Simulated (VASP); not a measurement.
The system is FePt2.

```
CELL_PARAMETERS angstrom
3.55713 0.00000 0.00000
-1.77856 3.08056 0.00000
0.00000 0.00000 7.94542
ATOMIC_POSITIONS crystal
Fe 0.33333 0.66667 0.33333
Fe 0.33333 0.66667 0.66667
Pt 0.33333 0.66667 0.00000
Pt 0.66667 0.33333 0.16667
Pt 0.66667 0.33333 0.50000
Pt 0.66667 0.33333 0.83333
```

| Item | Value |
| --- | --- |
| Program | VASP 6.6.1 |
| Task | relaxation of cell and atoms |
| Functional | PBE |
| Potentials or basis | VASP PAW PBE potentials, release 64 (Fe, Pt) |
| Cutoff | 600 eV |
| k mesh | 6 × 6 × 2 |
| Occupations | gaussian, width 0.1 eV |
| Spin | collinear spin, ferromagnetic start |
| Starting moments | [4.0, 4.0, 0.0, 0.0, 0.0, 0.0] μB |

At the start: pressure 46.2 GPa; volume 14.51 Å³/atom.

Question: How do energy, volume and symmetry change on relaxing?

Answer: Over 11 steps the energy falls by 429.3 meV/atom and the volume is 17.66 Å³/atom (+21.7 %); space group P-6m2 (No. 187, to 0.1 Å) before and after; moment 8.13 μB per cell.

Step by step:
| step | energy change (eV) | largest force (eV/Å) | pressure (GPa) | volume (Å³) |
| --- | --- | --- | --- | --- |
| 1 | 0.0000 | 3.5847 | 46.17 | 87.07 |
| 2 | 2.1911 | 0.6870 | -22.57 | 151.09 |
| 3 | -2.4272 | 0.5901 | -4.29 | 107.94 |
| 4 | -2.4549 | 0.6644 | -1.84 | 106.09 |
| 5 | -2.4574 | 0.7016 | -0.71 | 105.32 |
| 6 | -2.5614 | 0.1056 | 1.00 | 104.86 |
| 7 | -2.5637 | 0.1781 | 1.37 | 104.77 |
| 8 | -2.5685 | 0.1997 | -1.17 | 106.74 |
| 9 | -2.5706 | 0.1936 | -0.29 | 106.03 |
| 10 | -2.5742 | 0.1164 | -0.18 | 106.01 |
| 11 | -2.5759 | 0.0284 | 0.06 | 105.98 |

Final structure:
```cif
data_structure
_symmetry_space_group_name_H-M 'P 1'
_symmetry_Int_Tables_number 1
_cell_length_a 3.8755
_cell_length_b 3.8755
_cell_length_c 8.1475
_cell_angle_alpha 90.000
_cell_angle_beta 90.000
_cell_angle_gamma 120.000
_cell_volume 105.98
loop_
_atom_site_label
_atom_site_type_symbol
_atom_site_fract_x
_atom_site_fract_y
_atom_site_fract_z
_atom_site_occupancy
Fe1 Fe 0.33333 0.66667 0.33007 1
Fe2 Fe 0.33333 0.66667 0.66993 1
Pt1 Pt 0.33333 0.66667 0.00000 1
Pt2 Pt 0.66667 0.33333 0.17789 1
Pt3 Pt 0.66667 0.33333 0.50000 1
Pt4 Pt 0.66667 0.33333 0.82211 1
```

Caveat: the k points lie up to 0.39 Å⁻¹ apart in the final cell; the volume moved by over 15 % at a fixed basis, so the end points are rough.
